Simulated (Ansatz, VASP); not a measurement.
**AlNi: VASP beside Ansatz**

```
CELL_PARAMETERS angstrom
1.93869 -1.95319 0.00000
1.93869 1.95319 0.00000
0.00000 0.00000 3.09943
ATOMIC_POSITIONS crystal
Al 0.00000 0.00000 0.00000
Ni 0.50000 0.50000 0.50000
```

Alike in both runs: task single point; functional PBEsol; k mesh 1 × 1 × 1; occupations gaussian, width 0.1 eV; no spin polarisation.

|  | VASP | Ansatz |
| --- | --- | --- |
| version | VASP 6.6.1 | Ansatz 0.2.0 |
| potentials or method | VASP PAW PBE potentials, release 64 (Al, Ni_sv_GW), cutoff 690 eV | scalar-relativistic, plane waves, PAW |
| valence electrons in the cell | 21 | 21 |

|  | VASP | Ansatz | Ansatz less VASP |
| --- | --- | --- | --- |
| pressure (GPa) | -2.3 | -1.9 | +0.42 |
| traceless stress, the component that is largest in VASP (GPa) | 120.89 | 120.80 | -0.082 |

VASP's potentials were made for PBE, not for PBEsol. With one functional, cell and mesh, what is left measures potentials, basis and numerics.

The k mesh is coarse, so the values compare programs but aren't converged.
